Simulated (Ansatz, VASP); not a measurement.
## Be5Te: VASP beside Ansatz

Contents of INCAR:

```
SYSTEM = Be5Te
PREC = Accurate ; ENCUT = 520
EDIFF = 1E-6 ; ISMEAR = 0
SIGMA = 0.2 ; LREAL = .FALSE.
LASPH = .TRUE. ; NELM = 80
ALGO = Fast ; ISIF = 2
LWAVE = .FALSE. ; LCHARG = .FALSE.
GGA = PE ; NBANDS = 28
```

File KPOINTS:

```
regular mesh
0
G
  6 6 2
  0 0 0
```

The input POSCAR:

```
Be5Te
1.0
    3.9296811472      0.0000000000      0.0000000000
   -1.9648405736      3.4032037022      0.0000000000
    0.0000000000      0.0000000000     10.8111876711
Be Te
10 2
Direct
    0.0000000000      0.0000000000      1.0000000000
    0.0035901543      0.6704353453      0.8362260186
    0.6668451910      0.9964098457      0.8362260186
    0.6666666667      0.3333333333      0.0001970413
    0.3333333333      0.6666666667      0.9998029587
    0.3295646547      0.3331548090      0.8362260186
    0.9964098457      0.6668451910      0.1637739814
    0.3331548090      0.3295646547      0.1637739814
    0.6704353453      0.0035901543      0.1637739814
    0.0000000000      0.0000000000      0.5000000000
    0.6666666667      0.3333333333      0.6300392143
    0.3333333333      0.6666666667      0.3699607857
```

Input for Ansatz:

```yaml
crystal:
  lattice:
    - [3.9296811472, 0.0, 0.0]
    - [-1.9648405736, 3.4032037022, 0.0]
    - [0.0, 0.0, 10.8111876711]
  atoms:
    - { symbol: Be, position: [0.0, 0.0, 1.0] }
    - { symbol: Be, position: [0.0035901543, 0.6704353453, 0.8362260186] }
    - { symbol: Be, position: [0.666845191, 0.9964098457, 0.8362260186] }
    - { symbol: Be, position: [0.6666666667, 0.3333333333, 0.0001970413] }
    - { symbol: Be, position: [0.3333333333, 0.6666666667, 0.9998029587] }
    - { symbol: Be, position: [0.3295646547, 0.333154809, 0.8362260186] }
    - { symbol: Be, position: [0.9964098457, 0.666845191, 0.1637739814] }
    - { symbol: Be, position: [0.333154809, 0.3295646547, 0.1637739814] }
    - { symbol: Be, position: [0.6704353453, 0.0035901543, 0.1637739814] }
    - { symbol: Be, position: [0.0, 0.0, 0.5] }
    - { symbol: Te, position: [0.6666666667, 0.3333333333, 0.6300392143] }
    - { symbol: Te, position: [0.3333333333, 0.6666666667, 0.3699607857] }
basis:
  ecutwfc: 420
kpoints:
  mp_grid: { grid: [6, 6, 2] }
hamiltonian:
  xc: pbe
scf:
  occupations: { method: gaussian, width: 0.2 }
  lower_state_search: "off"
output:
  forces: true
  stress: true
  eigenvalues: true
```

Alike in both runs: task single point; functional PBE; k mesh 6 × 6 × 2; occupations gaussian, width 0.2 eV; no spin polarisation.

|  | VASP | Ansatz |
| --- | --- | --- |
| version | VASP 6.6.1 | Ansatz 0.2.0 |
| potentials or method | VASP PAW PBE potentials, release 64 (Be, Te), cutoff 520 eV | scalar-relativistic, plane waves, PAW |
| valence electrons in the cell | 32 | 52 |

VASP gave:

- gap on the k mesh at the Fermi level (eV): none
- pressure (GPa): 0.1
- traceless stress, the component that is largest in VASP (GPa): 0.82
- rms of the force components (eV/Å): 0.037

Task: What did Ansatz give for the same quantities?

Result: gap on the k mesh at the Fermi level (eV): none; pressure (GPa): 0.0; traceless stress, the component that is largest in VASP (GPa): 0.76; rms of the force components (eV/Å): 0.037.

Atom by atom the forces differ by 0.003 eV/Å (rms over components). A gap of «none» marks a metal or a gap that the smearing closes. VASP's potentials hold 32 valence electrons a cell and Ansatz's 52, so a difference there can come from the potentials and not from the codes.

Spin-orbit coupling is off throughout.
